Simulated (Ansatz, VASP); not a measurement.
**One calculation of LiH, two programs**

```
Li H
1.0
     0.00000    2.05282    2.03250
     2.05282    0.00000    2.03250
     2.05282    2.05282    0.00000
Li H
1 1
Direct
  0.00000 0.00000 0.00000
  0.50000 0.50000 0.50000
```

Change from the starting cell: equal xx and yy strain of +1 %.

Alike in both runs: task single point; functional LDA; k mesh 11 × 11 × 11; occupations fermi-dirac, width 0.03 eV; no spin polarisation.

```csv
,VASP,Ansatz
version,VASP 6.6.1,Ansatz 0.2.0
potentials or method,"VASP PAW LDA potentials, release 64 (Li_sv, H), cutoff 520 eV","all-electron LAPW, scalar-relativistic"
```

|  | VASP | Ansatz | Ansatz less VASP |
| --- | --- | --- | --- |
| gap on the k mesh at the Fermi level (eV) | 2.76 | 2.77 | +0.009 |

LDA's correlation is that of Perdew and Zunger in VASP and of Perdew and Wang (1992) in Ansatz. Ansatz ran all-electron here, and VASP with PAW potentials.

Noted on VASP's run: the cutoff is short for stress, so the pressure is rough.
